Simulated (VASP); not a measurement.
# Na (P6_3/mmc) in VASP: a series of runs

The runs below take Na through single point, with PBEsol.

All numbers are computed with VASP 6.6.1; they aren't measurements. Logs are shortened: lines on timing, memory, paths and dates and some standing lists are left out, and cuts for length are marked.

**1. The cell of the first run**

The structure is hexagonal, space group P6_3/mmc (No. 194). The conventional cell has a = 3.767 Å, b = 3.767 Å, c = 6.216 Å, α = 90.00°, β = 90.00°, γ = 120.00°. Na (site symmetry -6m2) has 12 Na at 3.77 to 3.79 Å within 4.9 Å.

This isn't the form of Na at room conditions, which is bcc.

**2. Single point, PBEsol (zz strain of +1 %)**

The input, INCAR:

```
PREC = Accurate ; ENCUT = 520
EDIFF = 1E-7 ; ISMEAR = -1
SIGMA = 0.05 ; LREAL = False
LASPH = True ; NELM = 80
ALGO = Normal ; ISIF = 2
LWAVE = False ; LCHARG = False
GGA = PS ; NBANDS = 14
```

The input, KPOINTS:

```
Automatic mesh
0
Gamma
  13 13 7
```

The input, POSCAR:

```
Na
1.0
    3.7670009976      0.0000000000      0.0000000000
   -1.8835004988      3.2623185600      0.0000000000
    0.0000000000      0.0000000000      6.2155400000
Na
2
Direct
    0.3333333333      0.6666666667      0.2500000000
    0.6666666667      0.3333333333      0.7500000000
```

Potentials or basis: VASP PAW PBE potentials, release 64 (Na_pv).

Started as:

```sh
$ cat potpaw_PBE.64/Na_pv/POTCAR > POTCAR
$ mpirun -np 1 vasp_std > vasp.out
```

OUTCAR:

```text
PREC = Accurate
   ENCUT = 520
   EDIFF = 1E-7
   ISMEAR = -1
   LREAL = False
   LASPH = True
   NELM = 80
   ISIF = 2
   GGA = PS

 ion  position               nearest neighbor table
   1  0.333  0.667  0.250-
   2  0.667  0.333  0.750-

  LATTYP: Found a hexagonal cell.
 ALAT       =     3.7670009976
 C/A-ratio  =     1.6499969084

  Lattice vectors:

 A1 = (   3.7670009976,   0.0000000000,   0.0000000000)
 A2 = (  -1.8835004988,   3.2623185600,   0.0000000000)
 A3 = (   0.0000000000,   0.0000000000,   6.2155400000)

Analysis of symmetry for initial positions (statically):
=====================================================================
 Subroutine PRICEL returns:
 Original cell was already a primitive cell.

 Routine SETGRP: Setting up the symmetry group for a
 hexagonal supercell.

 Subroutine GETGRP returns: Found 24 space group operations
 (whereof 12 operations were pure point group operations)
 out of a pool of 24 trial point group operations.

The static configuration has the point symmetry D_3d.
 The point group associated with its full space group is D_6h.

Analysis of symmetry for dynamics (positions and initial velocities):
=====================================================================
 Subroutine PRICEL returns:
 Original cell was already a primitive cell.

 Routine SETGRP: Setting up the symmetry group for a
 hexagonal supercell.

 Subroutine GETGRP returns: Found 24 space group operations
 (whereof 12 operations were pure point group operations)
 out of a pool of 24 trial point group operations.

The dynamic configuration has the point symmetry D_3d.
 The point group associated with its full space group is D_6h.

 Subroutine INISYM returns: Found 24 space group operations
 (whereof 12 operations are pure point group operations),
 and found     1 'primitive' translations

----------------------------------------------------------------------------------------

                                     Primitive cell

  volume of cell :      76.3837

  direct lattice vectors                    reciprocal lattice vectors
     3.767000998  0.000000000  0.000000000     0.265463163  0.153265229  0.000000000
    -1.883500499  3.262318560  0.000000000     0.000000000  0.306530457  0.000000000
     0.000000000  0.000000000  6.215540000     0.000000000  0.000000000  0.160887067

  length of vectors
     3.767000998  3.767000998  6.215540000     0.306530457  0.306530457  0.160887067

  position of ions in fractional coordinates (direct lattice)
     0.333333333  0.666666667  0.250000000
     0.666666667  0.333333333  0.750000000

  ion indices of the primitive-cell ions
   primitive index   ion index
                 1           1
                 2           2

----------------------------------------------------------------------------------------

 KPOINTS: Automatic mesh

Automatic generation of k-mesh.
 Grid dimensions read from file:
 generate k-points for:   13   13    7

 Generating k-lattice:

  Cartesian coordinates                     Fractional coordinates (reciprocal lattice)
     0.020420243  0.011789633  0.000000000     0.076923077  0.000000000  0.000000000
     0.000000000  0.023579266  0.000000000     0.000000000  0.076923077  0.000000000
     0.000000000  0.000000000  0.022983867     0.000000000  0.000000000  0.142857143

  Length of vectors
     0.023579266  0.023579266  0.022983867

  Shift w.r.t. Gamma in fractional coordinates (k-lattice)
     0.000000000  0.000000000  0.000000000

 Subroutine IBZKPT returns following result:
 ===========================================

 Found     84 irreducible k-points:

 Following reciprocal coordinates:
            Coordinates               Weight
  0.000000  0.000000  0.000000      1.000000
  0.076923  0.000000  0.000000      6.000000
  0.153846  0.000000  0.000000      6.000000
  0.230769  0.000000  0.000000      6.000000
  0.307692  0.000000  0.000000      6.000000
  0.384615  0.000000  0.000000      6.000000
[... 16 lines left out ...]
  0.076923  0.000000  0.142857     12.000000
  0.153846  0.000000  0.142857     12.000000
 [... further k-points ...]
   k-points           NKPTS =     84   k-points in BZ     NKDIM =     84   number of bands    NBANDS=     14
   number of dos      NEDOS =    301   number of ions     NIONS =      2
   total plane-waves  NPLWV =  37632
   dimension x,y,z NGX =    28 NGY =   28 NGZ =   48
   dimension x,y,z NGXF=    56 NGYF=   56 NGZF=   96
   ions per type =               2
   NGX,Y,Z   is equivalent  to a cutoff of  12.36, 12.36, 12.84 a.u.
   NGXF,Y,Z  is equivalent  to a cutoff of  24.71, 24.71, 25.68 a.u.
 SYSTEM =  unknown system
   PREC   = accura    normal or accurate (medium, high low for compatibility)
   ISTART =      0    job   : 0-new  1-cont  2-samecut
   ICHARG =      2    charge: 1-file 2-atom 10-const
   ISPIN  =      1    spin polarized calculation?
   LNONCOLLINEAR =      F non collinear calculations
   LSORBIT =      F    spin-orbit coupling
   LASPH  =      T    aspherical Exc in radial PAW
   ENCUT  =  520.0 eV  38.22 Ry    6.18 a.u.   7.00  7.00 11.56*2*pi/ulx,y,z
   NELM   =     80;   NELMIN=  2; NELMDL= -5     # of ELM steps
   EDIFF  = 0.1E-06   stopping-criterion for ELM
   LREAL  =      F    real-space projection
   EDIFFG = 0.1E-05   stopping-criterion for IOM
   NSW    =      0    number of steps for IOM
   IBRION =     -1    ionic relax: 0-MD 1-quasi-New 2-CG
   NFREE  =      0    steps in history (QN), initial steepest desc. (CG)
   ISIF   =      2    stress and relaxation
   ISYM   =      2    0-nonsym 1-usesym 2-fastsym
   POTIM  = 0.5000    time-step for ionic-motion
   TEBEG  =    0.0;   TEEND  =   0.0 temperature during run
   PSTRESS=    0.0 pullay stress
   NELECT =      14.0000    total number of electrons
   NUPDOWN=      -1.0000    fix difference up-down
   EMIN   =  10.00;   EMAX   =-10.00  energy-range for DOS
   EFERMI =   0.00;   METHOD = LEGACY
   ISMEAR =    -1;   SIGMA  =   0.05  broadening in eV -4-tet -1-fermi 0-gaus
   EFERMI_NEDOS =   21; number of points for ismear=-14 and -15
   IALGO  =     38    algorithm
   IMIX   =      4    mixing-type and parameters
     AMIX     =   0.40;   BMIX     =  1.00
     AMIX_MAG =   1.60;   BMIX_MAG =  1.00
  volume/ion in A,a.u.               =      38.19       257.73
  Fermi-wavevector in a.u.,A,eV,Ry     =   0.929931  1.757314 11.765922  0.864771
  Thomas-Fermi vector in A             =   2.056265
   LORBIT       =      0    0 simple, 1 ext, 2 COOP (PROOUT), +10 PAW based schemes
   GGA     = PS    functional components
   LHFCALC =     F    Hartree Fock is set to
   AEXX    =    0.0000 exact exchange contribution
   IVDW    =     0    specifies the selected vdW correction
   LEPSILON=     F    determine dielectric tensor
   LRPA    =     F    only Hartree local field effects (RPA)
 non-spin polarized calculation
  energy-cutoff  :      520.00
  volume of cell :       76.38
 maximum number of plane-waves:      2075
 NGX is ok and might be reduce to    28
   NGX = 13   NGY = 13   NGZ = 23

 number of electron      14.0000016 magnetization

 Free energy of the ion-electron system (eV)
  ---------------------------------------------------
  ext. energy  EPLUGINS =         0.00000000
  ---------------------------------------------------
  free energy    TOTEN  =        -2.79842385 eV

  energy without entropy =       -2.79080721  energy(sigma->0) =       -2.79461553

 E-fermi :   0.2159     XC(G=0):  -6.4226

 val. band max:        0.2061735946   @ k =   0.1538   0.0000   0.1429
 cond. band min:       0.2713994422   @ k =   0.3846   0.1538   0.0000
 fundamental gap:      0.0652258477
 Fermi energy:         0.2159294018

 k-point     1 :       0.0000    0.0000    0.0000
  band No.  band energies     occupation
      1     -24.6128      2.00000
      2     -24.5868      2.00000
      3     -24.5868      2.00000
      4     -24.5826      2.00000
      5     -24.5826      2.00000
      6     -24.5819      2.00000
      7      -2.9938      2.00000
      8       0.7202      0.00008
      9       1.1002      0.00000
     10      10.1181      0.00000
     11      10.1181      0.00000
     12      10.4607      0.00000
     13      10.4607      0.00000
     14      10.5135      0.00000

 k-point     2 :       0.0769    0.0000    0.0000
  band No.  band energies     occupation
      1     -24.6122      2.00000
      2     -24.5883      2.00000
      3     -24.5873      2.00000
      4     -24.5841      2.00000
      5     -24.5829      2.00000
      6     -24.5821      2.00000
      7      -2.9075      2.00000
      8       0.7973      0.00002
      9       1.1845      0.00000
     10       8.6003      0.00000
     11       9.4282      0.00000
     12       9.8533      0.00000
     13      11.1863      0.00000
     14      11.2433      0.00000

 k-point     3 :       0.1538    0.0000    0.0000
  band No.  band energies     occupation
      1     -24.6105      2.00000
      2     -24.5922      2.00000
      3     -24.5885      2.00000
      4     -24.5881      2.00000
      5     -24.5836      2.00000
      6     -24.5827      2.00000
      7      -2.6492      2.00000
      8       1.0287      0.00000
      9       1.4346      0.00000
     10       6.8745      0.00000
     11       8.7244      0.00000
     12       8.9551      0.00000
     13      10.1813      0.00000
     14      10.9638      0.00000

 k-point     4 :       0.2308    0.0000    0.0000
  band No.  band energies     occupation
      1     -24.6079      2.00000
      2     -24.5978      2.00000
      3     -24.5937      2.00000
      4     -24.5902      2.00000
      5     -24.5846      2.00000
      6     -24.5839      2.00000
      7      -2.2216      2.00000
      8       1.4152      0.00000
      9       1.8391      0.00000
     10       5.2641      0.00000
     11       8.0521      0.00000
     12       8.1566      0.00000
     13       8.5427      0.00000
     14       9.9651      0.00000

 k-point     5 :       0.3077    0.0000    0.0000
  band No.  band energies     occupation
      1     -24.6047      2.00000
      2     -24.6038      2.00000
      3     -24.5996      2.00000
      4     -24.5919      2.00000
      5     -24.5858      2.00000
      6     -24.5854      2.00000
      7      -1.6287      2.00000
      8       1.9578      0.00000
      9       2.3439      0.00000
     10       3.8413      0.00000
     11       7.0488      0.00000
[... 276 lines left out ...]
 k-point    22 :       0.0000    0.0000    0.1429
  band No.  band energies     occupation
      1     -24.6113      2.00000
      2     -24.5866      2.00000
      3     -24.5866      2.00000
      4     -24.5834      2.00000
      5     -24.5828      2.00000
      6     -24.5828      2.00000
      7      -2.9118      2.00000
      8      -0.1193      1.99755
      9       2.0797      0.00000
     10       9.6389      0.00000
     11      10.1802      0.00000
     12      10.1802      0.00000
     13      10.5070      0.00000
     14      10.5070      0.00000

 k-point    23 :       0.0769    0.0000    0.1429
  band No.  band energies     occupation
      1     -24.6108      2.00000
      2     -24.5880      2.00000
      3     -24.5871      2.00000
      4     -24.5849      2.00000
      5     -24.5831      2.00000
      6     -24.5830      2.00000
      7      -2.8255      2.00000
      8      -0.0377      1.98755
      9       2.1591      0.00000
     10       8.6500      0.00000
     11       9.4939      0.00000
     12       9.6878      0.00000
     13      10.0560      0.00000
     14      11.2006      0.00000

 k-point    24 :       0.1538    0.0000    0.1429
  band No.  band energies     occupation
      1     -24.6093      2.00000
      2     -24.5918      2.00000
      3     -24.5889      2.00000
      4     -24.5883      2.00000
      5     -24.5838      2.00000
      6     -24.5835      2.00000
      7      -2.5677      2.00000
      8       0.2062      1.09725
      9       2.3952      0.00000
     10       6.9439      0.00000
     11       8.7919      0.00000
     12       8.8589      0.00000
     13       9.5787      0.00000
     14      10.5122      0.00000

 [... further k-points ...]
[... 5 lines left out ...]
  --------------------------------------------------------------------------------------
  -------------------------------------------------------------------------------------
  Total       -0.1694377     -0.1694377     -0.1558333      0.0000000     -0.0000000     -0.0000000
  in kB       -3.5540174     -3.5540174     -3.2686605      0.0000000     -0.0000000     -0.0000000
  external PRESSURE =      -3.4588984 kB  Pullay stress =       0.0000000 kB

 VOLUME and BASIS-vectors are now :
 -----------------------------------------------------------------------------
  energy-cutoff  :      520.00
  volume of cell :       76.38
      direct lattice vectors                 reciprocal lattice vectors
     3.767000998  0.000000000  0.000000000     0.265463163  0.153265229  0.000000000
    -1.883500499  3.262318560  0.000000000     0.000000000  0.306530457  0.000000000
     0.000000000  0.000000000  6.215540000     0.000000000  0.000000000  0.160887067

 POSITION                                       TOTAL-FORCE (eV/Angst)
 -----------------------------------------------------------------------------------
     -0.00000      2.17488      1.55388        -0.000000      0.000000      0.000000
      1.88350      1.08744      4.66165         0.000000     -0.000000     -0.000000
 -----------------------------------------------------------------------------------
    total drift:                               -0.000000      0.000000      0.000000

  FREE ENERGIE OF THE ION-ELECTRON SYSTEM (eV)
  ---------------------------------------------------
  free  energy   TOTEN  =        -2.7984238510 eV

  energy  without entropy=       -2.7908072065  energy(sigma->0) =       -2.79461553
```

Run time: 21 s. Hardware: 1 thread of Intel Xeon 6975P-C (Granite Rapids), shared host; peak memory 0.21 GiB.

Results:

| Item | Value |
| --- | --- |
| Free energy | -2.7984 eV |
| Pressure | -0.3 GPa |
| Band gap on the k mesh | zero (bands 7 and 8 overlap by 3.34 eV) |

Caveat: the cell differs from its parent crystal (zz strain of +1 %); the PAW data sets were made with another functional, which shifts forces and pressure a little.

(Part 1 of 2 ends here.)

The gap in the log of VASP goes by the Fermi energy; the results here count the filled bands.